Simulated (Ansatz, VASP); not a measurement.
Two plane-wave programs on Ga4Sb3P

```
P Sb Ga
1.0
     7.83620   -2.10399    0.03136
     7.83620    2.10399    0.03136
    -3.41431    0.00000    6.42678
P Sb Ga
1 3 4
Direct
  0.00004 0.00004 0.66416
  0.74646 0.74646 0.07769
  0.50037 0.50037 0.17047
  0.25481 0.25481 0.58857
  0.17503 0.17503 0.83832
  0.93860 0.93860 0.29130
  0.68814 0.68814 0.35664
  0.44655 0.44655 0.76286
```

Alike in both runs: task single point; functional PBE; k mesh 6 × 6 × 4; occupations fermi-dirac, width 0.02 eV; no spin polarisation.

```csv
,VASP,Ansatz
version,VASP 6.6.1,Ansatz 0.2.0
potentials or method,"VASP PAW PBE potentials, release 64 (P, Sb, Ga_d)","plane waves, PAW"
plane-wave cutoff (eV),520,420
valence electrons in the cell,72,102
```

|  | VASP | Ansatz | Ansatz less VASP |
| --- | --- | --- | --- |
| pressure (GPa) | 2.1 | 2.0 | -0.07 |
| rms of the force components (eV/Å) | 0.032 | 0.030 | -0.0024 |

VASP's potentials hold 72 valence electrons a cell and Ansatz's 102, so a difference there can come from the potentials and not from the codes.

Spin-orbit coupling is off throughout.
